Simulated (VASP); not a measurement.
Crystal: GaSe.

```
Ga Se
1.0
     3.76950    0.00000    0.00000
    -1.88475    3.26448    0.00000
     0.00000    0.00000   15.96518
Ga Se
4 4
Direct
  0.33333 0.66667 0.17348
  0.66667 0.33333 0.67348
  0.33333 0.66667 0.32652
  0.66667 0.33333 0.82652
  0.33333 0.66667 0.59970
  0.66667 0.33333 0.09970
  0.33333 0.66667 0.90030
  0.66667 0.33333 0.40030
```

| Property | Result |
| --- | --- |
| Program | VASP 6.6.1 |
| Task | relaxation of cell and atoms |
| Functional | PBEsol |
| Potentials or basis | VASP PAW PBE potentials, release 64 (Ga_d, Se) |
| Cutoff | 500 eV |
| k mesh | 9 × 9 × 2 |
| Occupations | gaussian, width 0.02 eV |
| Spin | no spin polarisation |

At the start: pressure -0.7 GPa; volume 24.56 Å³/atom.

Problem. How do energy, volume and symmetry change on relaxing?

Solution. Over 16 steps the energy falls by 2.1 meV/atom and the volume is 24.88 Å³/atom (+1.3 %); space group P6_3/mmc (No. 194, to 0.1 Å) before and after.

Step by step:
| step | energy change (eV) | largest force (eV/Å) | pressure (GPa) | volume (Å³) |
| --- | --- | --- | --- | --- |
| 1 | 0.0000 | 0.1406 | -0.71 | 196.46 |
| 2 | -0.0049 | 0.1183 | 0.43 | 193.37 |
| 3 | -0.0064 | 0.0714 | 0.03 | 194.37 |
| 4 | -0.0075 | 0.0354 | 0.06 | 194.32 |
| 5 | -0.0083 | 0.0528 | 0.09 | 194.25 |
| 6 | -0.0084 | 0.0609 | 0.13 | 194.22 |
| 7 | -0.0091 | 0.0614 | 0.13 | 194.40 |
| 8 | -0.0107 | 0.0634 | 0.10 | 194.92 |
| 9 | -0.0120 | 0.0674 | 0.04 | 195.96 |
| 10 | -0.0133 | 0.0562 | 0.01 | 196.40 |
| 11 | -0.0150 | 0.0371 | 0.01 | 197.18 |
| 12 | -0.0163 | 0.0020 | -0.02 | 198.75 |
| 13 | -0.0164 | 0.0093 | 0.01 | 198.79 |
| 14 | -0.0164 | 0.0159 | 0.04 | 198.82 |
| 15 | -0.0164 | 0.0086 | 0.03 | 198.95 |
| 16 | -0.0165 | 0.0022 | 0.01 | 199.06 |

Final structure:
```
Ga Se
1.0
     3.74735    0.00000    0.00000
    -1.87368    3.24530    0.00000
     0.00000    0.00000   16.36815
Ga Se
4 4
Direct
  0.33333 0.66667 0.17572
  0.66667 0.33333 0.67572
  0.33333 0.66667 0.32428
  0.66667 0.33333 0.82428
  0.33333 0.66667 0.60397
  0.66667 0.33333 0.10397
  0.33333 0.66667 0.89603
  0.66667 0.33333 0.39603
```

Caveat: the PAW data sets were made with another functional, which shifts forces and pressure a little; this functional lacks dispersion, which binds layers or chains, so the pressure and a relaxed spacing across them are unreliable.
